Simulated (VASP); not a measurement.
Al:

```
Al
1.0
    -1.59122    1.59122    1.59122
     1.59122   -1.59122    1.59122
     1.59122    1.59122   -1.59122
Al
1
Direct
  0.00000 0.00000 0.00000
```

```yaml
Program: VASP 6.6.1
Task: relaxation of cell and atoms
Functional: RPBE
Potentials_or_basis: VASP PAW PBE potentials, release 64 (Al)
Cutoff: 600 eV
k_mesh: 12 × 12 × 12
Occupations: fermi-dirac, width 0.05 eV
Spin: no spin polarisation
```

At the start: pressure 5.1 GPa; volume 16.12 Å³/atom.

**Question.** How do energy, volume and symmetry change on relaxing?

**Answer.** Over 3 steps the energy falls by 16.5 meV/atom and the volume is 17.21 Å³/atom (+6.8 %); space group Im-3m (No. 229, to 0.05 Å).

Step by step:
```tsv
step	energy change (eV)	largest force (eV/Å)	pressure (GPa)	volume (Å³)
1	0.0000	0.0000	5.10	16.12
2	-0.0163	0.0000	-0.50	17.34
3	-0.0165	0.0000	0.01	17.21
```

Final structure:
```
CELL_PARAMETERS angstrom
-1.62644 1.62644 1.62644
1.62644 -1.62644 1.62644
1.62644 1.62644 -1.62644
ATOMIC_POSITIONS crystal
Al 0.00000 0.00000 0.00000
```

Caveat: the PAW data sets were made with another functional, which shifts forces and pressure a little.
